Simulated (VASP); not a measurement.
# Sc2Si2Se (I4/mmm) in VASP: single point with PBE

Aim: the single point of Sc2Si2Se with PBE.

Program: VASP 6.6.1. These are calculated values, not measurements. Logs are shortened: lines on timing, memory, paths and dates and some standing lists are left out, and cuts for length are marked.

**1. The cell of the first run**

It takes space group I4/mmm (No. 139, tetragonal). Conventional cell: a = 5.347 Å, b = 5.347 Å, c = 11.332 Å, α = 90.00°, β = 90.00°, γ = 90.00°. Within 3.3 Å of Sc (site symmetry 4mm) lie 1 Se at 2.50 Å and 4 Si at 2.69 Å. Within 3.6 Å of Si (site symmetry -4m2) lie 4 Sc at 2.69 Å. Within 3.3 Å of Se (site symmetry 4/mmm) lie 2 Sc at 2.50 Å.

The cell was built from a structure type or drawn by symmetry, and may not be a known phase.

**2. Single point, PBE**

The input, INCAR:

```
  PREC = Accurate
  ENCUT = 520
  EDIFF = 1E-6
  ISMEAR = 0
  SIGMA = 0.1
  LREAL = False
  LASPH = True
  NELM = 100
  ALGO = Normal
  ISIF = 2
  LWAVE = False
  LCHARG = False
  GGA = PE
  NBANDS = 26
```

The input, KPOINTS:

```
regular mesh
0
Gamma
  10 10 10
```

The input, POSCAR:

```
Sc2Si2Se
1.0
   -2.6736754046      2.6736754046      5.6657520025
    2.6736754046     -2.6736754046      5.6657520025
    2.6736754046      2.6736754046     -5.6657520025
Sc Si Se
2 2 1
Direct
    0.2795884433      0.2795884433      0.0000000000
    0.7204115567      0.7204115567      0.0000000000
    0.7500000000      0.2500000000      0.5000000000
    0.2500000000      0.7500000000      0.5000000000
    0.5000000000      0.5000000000      0.0000000000
```

Potentials or basis: VASP PAW PBE potentials, release 64 (Sc_sv, Si, Se).

Command:

```
cat potpaw_PBE.64/Sc_sv/POTCAR potpaw_PBE.64/Si/POTCAR potpaw_PBE.64/Se/POTCAR > POTCAR
mpirun -np 1 vasp_std > vasp.out
```

OUTCAR:

```text
PREC = Accurate
   ENCUT = 520
   EDIFF = 1E-6
   ISMEAR = 0
   LREAL = False
   LASPH = True
   NELM = 100
   ISIF = 2
   GGA = PE

 ion  position               nearest neighbor table
   1  0.280  0.280  0.000-   5 2.50   4 2.69   3 2.69   4 2.69   3 2.69
   2  0.720  0.720  0.000-   5 2.50   3 2.69   4 2.69   3 2.69   4 2.69
   3  0.750  0.250  0.500-   1 2.69   2 2.69   1 2.69   2 2.69
   4  0.250  0.750  0.500-   1 2.69   2 2.69   1 2.69   2 2.69
   5  0.500  0.500  0.000-   1 2.50   2 2.50

  LATTYP: Found a body centered tetragonal cell.
 ALAT       =     5.3473508092
 C/A-ratio  =     2.1190874527

  Lattice vectors:

 A1 = (  -2.6736754046,   2.6736754046,   5.6657520025)
 A2 = (   2.6736754046,  -2.6736754046,   5.6657520025)
 A3 = (   2.6736754046,   2.6736754046,  -5.6657520025)

Analysis of symmetry for initial positions (statically):
=====================================================================
 Subroutine PRICEL returns:
 Original cell was already a primitive cell.

 Routine SETGRP: Setting up the symmetry group for a
 body centered tetragonal supercell.

 Subroutine GETGRP returns: Found 16 space group operations
 (whereof 16 operations were pure point group operations)
 out of a pool of 16 trial point group operations.

The static configuration has the point symmetry D_4h.

Analysis of symmetry for dynamics (positions and initial velocities):
=====================================================================
 Subroutine PRICEL returns:
 Original cell was already a primitive cell.

 Routine SETGRP: Setting up the symmetry group for a
 body centered tetragonal supercell.

 Subroutine GETGRP returns: Found 16 space group operations
 (whereof 16 operations were pure point group operations)
 out of a pool of 16 trial point group operations.

The dynamic configuration has the point symmetry D_4h.

 Subroutine INISYM returns: Found 16 space group operations
 (whereof 16 operations are pure point group operations),
 and found     1 'primitive' translations

----------------------------------------------------------------------------------------

                                     Primitive cell

  volume of cell :     162.0074

  direct lattice vectors                    reciprocal lattice vectors
    -2.673675405  2.673675405  5.665752002     0.000000000  0.187008490  0.088249539
     2.673675405 -2.673675405  5.665752002     0.187008490  0.000000000  0.088249539
     2.673675405  2.673675405 -5.665752002     0.187008490  0.187008490  0.000000000

  length of vectors
     6.811594974  6.811594974  6.811594974     0.206785291  0.206785291  0.264469943

  position of ions in fractional coordinates (direct lattice)
     0.279588443  0.279588443  0.000000000
     0.720411557  0.720411557  0.000000000
     0.750000000  0.250000000  0.500000000
     0.250000000  0.750000000  0.500000000
     0.500000000  0.500000000  0.000000000

  ion indices of the primitive-cell ions
   primitive index   ion index
                 1           1
                 2           2
                 3           3
                 4           4
                 5           5

----------------------------------------------------------------------------------------

 KPOINTS: regular mesh

Automatic generation of k-mesh.
 Grid dimensions read from file:
 generate k-points for:   10   10   10

 Generating k-lattice:

  Cartesian coordinates                     Fractional coordinates (reciprocal lattice)
     0.000000000  0.018700849  0.008824954     0.100000000 -0.000000000  0.000000000
     0.018700849  0.000000000  0.008824954    -0.000000000  0.100000000  0.000000000
     0.018700849  0.018700849  0.000000000     0.000000000  0.000000000  0.100000000

  Length of vectors
     0.020678529  0.020678529  0.026446994

  Shift w.r.t. Gamma in fractional coordinates (k-lattice)
     0.000000000  0.000000000  0.000000000

 Subroutine IBZKPT returns following result:
 ===========================================

 Found    102 irreducible k-points:

 Following reciprocal coordinates:
            Coordinates               Weight
  0.000000  0.000000  0.000000      1.000000
  0.100000  0.000000 -0.000000      8.000000
  0.200000  0.000000 -0.000000      8.000000
  0.300000  0.000000 -0.000000      8.000000
  0.400000  0.000000 -0.000000      8.000000
  0.500000  0.000000 -0.000000      4.000000
[... 16 lines left out ...]
  0.300000  0.300000 -0.000000      8.000000
  0.400000  0.300000 -0.000000     16.000000
 [... further k-points ...]
   k-points           NKPTS =    102   k-points in BZ     NKDIM =    102   number of bands    NBANDS=     26
   number of dos      NEDOS =    301   number of ions     NIONS =      5
   total plane-waves  NPLWV = 157464
   dimension x,y,z NGX =    54 NGY =   54 NGZ =   54
   dimension x,y,z NGXF=   108 NGYF=  108 NGZF=  108
   ions per type =               2   2   1
   NGX,Y,Z   is equivalent  to a cutoff of  13.18, 13.18, 13.18 a.u.
   NGXF,Y,Z  is equivalent  to a cutoff of  26.36, 26.36, 26.36 a.u.
 SYSTEM =  unknown system
   PREC   = accura    normal or accurate (medium, high low for compatibility)
   ISTART =      0    job   : 0-new  1-cont  2-samecut
   ICHARG =      2    charge: 1-file 2-atom 10-const
   ISPIN  =      1    spin polarized calculation?
   LNONCOLLINEAR =      F non collinear calculations
   LSORBIT =      F    spin-orbit coupling
   LASPH  =      T    aspherical Exc in radial PAW
   ENCUT  =  520.0 eV  38.22 Ry    6.18 a.u.  12.67 12.67 12.67*2*pi/ulx,y,z
   NELM   =    100;   NELMIN=  2; NELMDL= -5     # of ELM steps
   EDIFF  = 0.1E-05   stopping-criterion for ELM
   LREAL  =      F    real-space projection
   EDIFFG = 0.1E-04   stopping-criterion for IOM
   NSW    =      0    number of steps for IOM
   IBRION =     -1    ionic relax: 0-MD 1-quasi-New 2-CG
   NFREE  =      0    steps in history (QN), initial steepest desc. (CG)
   ISIF   =      2    stress and relaxation
   ISYM   =      2    0-nonsym 1-usesym 2-fastsym
   POTIM  = 0.5000    time-step for ionic-motion
   TEBEG  =    0.0;   TEEND  =   0.0 temperature during run
   PSTRESS=    0.0 pullay stress
   NELECT =      36.0000    total number of electrons
   NUPDOWN=      -1.0000    fix difference up-down
   EMIN   =  10.00;   EMAX   =-10.00  energy-range for DOS
   EFERMI =   0.00;   METHOD = LEGACY
   ISMEAR =     0;   SIGMA  =   0.10  broadening in eV -4-tet -1-fermi 0-gaus
   EFERMI_NEDOS =   21; number of points for ismear=-14 and -15
   IALGO  =     38    algorithm
   IMIX   =      4    mixing-type and parameters
     AMIX     =   0.40;   BMIX     =  1.00
     AMIX_MAG =   1.60;   BMIX_MAG =  1.00
  volume/ion in A,a.u.               =      32.40       218.66
  Fermi-wavevector in a.u.,A,eV,Ry     =   0.991587  1.873827 13.377849  0.983244
  Thomas-Fermi vector in A             =   2.123339
   LORBIT       =      0    0 simple, 1 ext, 2 COOP (PROOUT), +10 PAW based schemes
   GGA     = PE    functional components
   LHFCALC =     F    Hartree Fock is set to
   AEXX    =    0.0000 exact exchange contribution
   IVDW    =     0    specifies the selected vdW correction
   LEPSILON=     F    determine dielectric tensor
   LRPA    =     F    only Hartree local field effects (RPA)
 non-spin polarized calculation
 Gauss-broadening in eV      SIGMA  =   0.10
  energy-cutoff  :      520.00
  volume of cell :      162.01
 maximum number of plane-waves:      4394
 NGX is ok and might be reduce to    54
   NGX = 25   NGY = 25   NGZ = 25

 number of electron      36.0000002 magnetization

 Free energy of the ion-electron system (eV)
  ---------------------------------------------------
  ext. energy  EPLUGINS =         0.00000000
  ---------------------------------------------------
  free energy    TOTEN  =       -26.85585329 eV

  energy without entropy =      -26.82930451  energy(sigma->0) =      -26.84257890

 E-fermi :   1.1750     XC(G=0):  -7.7503

 val. band max:        1.1730038950   @ k =   0.4000   0.1000  -0.0000
 cond. band min:       1.1811728649   @ k =  -0.4000   0.5000   0.3000
 fundamental gap:      0.0081689699
 Fermi energy:         1.1749827995

 k-point     1 :       0.0000    0.0000    0.0000
  band No.  band energies     occupation
      1     -47.6395      2.00000
      2     -47.6342      2.00000
      3     -26.4444      2.00000
      4     -26.4437      2.00000
      5     -26.2564      2.00000
      6     -26.2564      2.00000
[... 18 lines left out ...]
     25       4.0283      0.00000
     26       4.5471      0.00000

 k-point     2 :       0.1000    0.0000   -0.0000
  band No.  band energies     occupation
      1     -47.6394      2.00000
      2     -47.6344      2.00000
      3     -26.4449      2.00000
      4     -26.4432      2.00000
      5     -26.2556      2.00000
      6     -26.2554      2.00000
[... 18 lines left out ...]
     25       3.9092      0.00000
     26       4.5814      0.00000

 k-point     3 :       0.2000    0.0000   -0.0000
  band No.  band energies     occupation
      1     -47.6390      2.00000
      2     -47.6347      2.00000
      3     -26.4456      2.00000
      4     -26.4425      2.00000
      5     -26.2533      2.00000
      6     -26.2525      2.00000
[... 18 lines left out ...]
     25       3.9999      0.00000
     26       4.6482      0.00000

 k-point     4 :       0.3000    0.0000   -0.0000
  band No.  band energies     occupation
      1     -47.6384      2.00000
      2     -47.6353      2.00000
      3     -26.4462      2.00000
      4     -26.4420      2.00000
      5     -26.2494      2.00000
      6     -26.2479      2.00000
[... 18 lines left out ...]
     25       4.1714      0.00000
     26       4.7138      0.00000

 k-point     5 :       0.4000    0.0000   -0.0000
  band No.  band energies     occupation
      1     -47.6376      2.00000
      2     -47.6360      2.00000
      3     -26.4466      2.00000
      4     -26.4417      2.00000
      5     -26.2442      2.00000
      6     -26.2421      2.00000
[... 18 lines left out ...]
     25       4.3574      0.00000
     26       4.7632      0.00000

 k-point     6 :       0.5000    0.0000   -0.0000
  band No.  band energies     occupation
      1     -47.6368      2.00000
      2     -47.6368      2.00000
      3     -26.4468      2.00000
      4     -26.4416      2.00000
      5     -26.2381      2.00000
      6     -26.2379      2.00000
[... 427 lines left out ...]
 k-point    21 :      -0.3000    0.2000    0.0000
  band No.  band energies     occupation
      1     -47.6381      2.00000
      2     -47.6356      2.00000
      3     -26.4457      2.00000
      4     -26.4424      2.00000
      5     -26.2601      2.00000
      6     -26.2405      2.00000
[... 18 lines left out ...]
     25       4.2793      0.00000
     26       4.4519      0.00000

 k-point    22 :      -0.2000    0.2000    0.0000
  band No.  band energies     occupation
      1     -47.6386      2.00000
      2     -47.6351      2.00000
      3     -26.4452      2.00000
      4     -26.4429      2.00000
      5     -26.2598      2.00000
      6     -26.2402      2.00000
[... 18 lines left out ...]
     25       4.0241      0.00000
     26       4.3301      0.00000

 k-point    23 :       0.3000    0.3000   -0.0000
  band No.  band energies     occupation
      1     -47.6377      2.00000
      2     -47.6359      2.00000
      3     -26.4470      2.00000
      4     -26.4411      2.00000
      5     -26.2630      2.00000
      6     -26.2485      2.00000
[... 18 lines left out ...]
     25       4.5553      0.00000
     26       4.6645      0.00000

 k-point    24 :       0.4000    0.3000   -0.0000
  band No.  band energies     occupation
      1     -47.6373      2.00000
      2     -47.6363      2.00000
      3     -26.4469      2.00000
      4     -26.4412      2.00000
      5     -26.2632      2.00000
      6     -26.2554      2.00000
[... 18 lines left out ...]
     25       4.6146      0.00000
     26       4.7625      0.00000

 [... further k-points ...]

------------------------ aborting loop because EDIFF is reached ----------------------------------------

  FORCE on cell =-STRESS in cart. coord.  units (eV):
  Direction    XX          YY          ZZ          XY          YZ          ZX
  --------------------------------------------------------------------------------------
  -------------------------------------------------------------------------------------
  Total        0.0565469      0.0565469      0.1430966      0.0000000     -0.0000000      0.0000000
  in kB        0.5592226      0.5592226      1.4151586      0.0000000     -0.0000000      0.0000000
  external PRESSURE =       0.8445346 kB  Pullay stress =       0.0000000 kB

 VOLUME and BASIS-vectors are now :
 -----------------------------------------------------------------------------
  energy-cutoff  :      520.00
  volume of cell :      162.01
      direct lattice vectors                 reciprocal lattice vectors
    -2.673675405  2.673675405  5.665752002     0.000000000  0.187008490  0.088249539
     2.673675405 -2.673675405  5.665752002     0.187008490  0.000000000  0.088249539
     2.673675405  2.673675405 -5.665752002     0.187008490  0.187008490  0.000000000

 POSITION                                       TOTAL-FORCE (eV/Angst)
 -----------------------------------------------------------------------------------
      0.00000      0.00000      3.16816        -0.000000     -0.000000     -0.023749
      0.00000      0.00000      8.16335         0.000000      0.000000      0.023749
      0.00000      2.67368      2.83288        -0.000000     -0.000000      0.000000
      2.67368      0.00000      2.83288        -0.000000     -0.000000      0.000000
      0.00000      0.00000      5.66575        -0.000000     -0.000000     -0.000000
 -----------------------------------------------------------------------------------
    total drift:                               -0.000000     -0.000000      0.000000

  FREE ENERGIE OF THE ION-ELECTRON SYSTEM (eV)
  ---------------------------------------------------
  free  energy   TOTEN  =       -26.8558532851 eV

  energy  without entropy=      -26.8293045143  energy(sigma->0) =      -26.84257890
```

Run time: 17 min. Hardware: 1 thread of AMD EPYC 7R43 (Zen 3), shared host; peak memory 0.64 GiB.

Results:

```yaml
Free_energy: -26.8559 eV
Pressure: 0.1 GPa
Largest_force: 0.024 eV/Å
Band_gap_on_the_k_mesh: zero (bands 18 and 19 overlap by 0.97 eV)
```

Forces on the atoms (eV/Å):
```
Sc   0.000  0.000 -0.024
Sc   0.000  0.000  0.024
Si   0.000  0.000  0.000
Si   0.000  0.000  0.000
Se   0.000  0.000  0.000
```

Stress tensor (GPa, compression positive):
```
0.06 0.00 0.00
0.00 0.06 0.00
0.00 0.00 0.14
```
